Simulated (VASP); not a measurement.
Ge2Sb2Te5, 9 atoms in the cell. It takes space group Cm (No. 8, monoclinic). Conventional cell: a = 13.586 Å, b = 6.091 Å, c = 9.607 Å, α = 90.00°, β = 134.93°, γ = 90.00°. Te (site symmetry m) has 2 Ge at 2.83 to 3.17 Å and 3 Sb at 3.05 to 3.12 Å within 3.7 Å. Within 3.9 Å of Te (site symmetry m) lie 2 Sb at 2.93 to 3.18 Å and 3 Ge at 3.05 to 3.06 Å. Te (site symmetry m) has 3 Ge at 2.80 to 3.05 Å and 2 Sb at 3.12 to 3.17 Å within 3.7 Å. Within 3.9 Å of Te (site symmetry m) lie 2 Ge at 2.93 to 2.98 Å and 2 Sb at 3.00 to 3.04 Å. Within 3.9 Å of Te (site symmetry m) lie 3 Sb at 2.96 to 3.05 Å and 2 Ge at 3.03 to 3.18 Å. Within 3.9 Å of Sb (site symmetry m) lie 6 Te at 2.93 to 3.17 Å. Sb (site symmetry m) has 6 Te at 2.96 to 3.18 Å within 3.9 Å. Ge (site symmetry m) has 6 Te at 2.80 to 3.17 Å within 3.7 Å. 

```yaml
Program: VASP 6.6.1
Task: single point
Functional: PBE
Potentials_or_basis: VASP PAW PBE potentials, release 64 (Te, Sb, Ge_d)
Cutoff: 520 eV
k_mesh: 5 × 5 × 4
Occupations: fermi-dirac, width 0.05 eV
Spin: no spin polarisation
Dipole_correction: no
Further_INCAR_settings: ALGO = Normal; EDIFF = 1e-06; NBANDS = 44
```

Potentials or basis: VASP PAW PBE potentials, release 64 (Te, Sb, Ge_d).

Command:

```sh
$ cat potpaw_PBE.64/Te/POTCAR potpaw_PBE.64/Sb/POTCAR potpaw_PBE.64/Ge_d/POTCAR > POTCAR
$ mpirun -np 1 vasp_std > vasp.out
```

Hardware: 1 thread of Intel(R) Xeon(R) 6975P-C (Granite Rapids) (shared host).

How long does it take, and how much memory?

Wall time 6 min on 1 thread of Intel(R) Xeon(R) 6975P-C (Granite Rapids) (shared host), peak memory 0.74 GiB. Counts: scf iterations 13, k points 33.
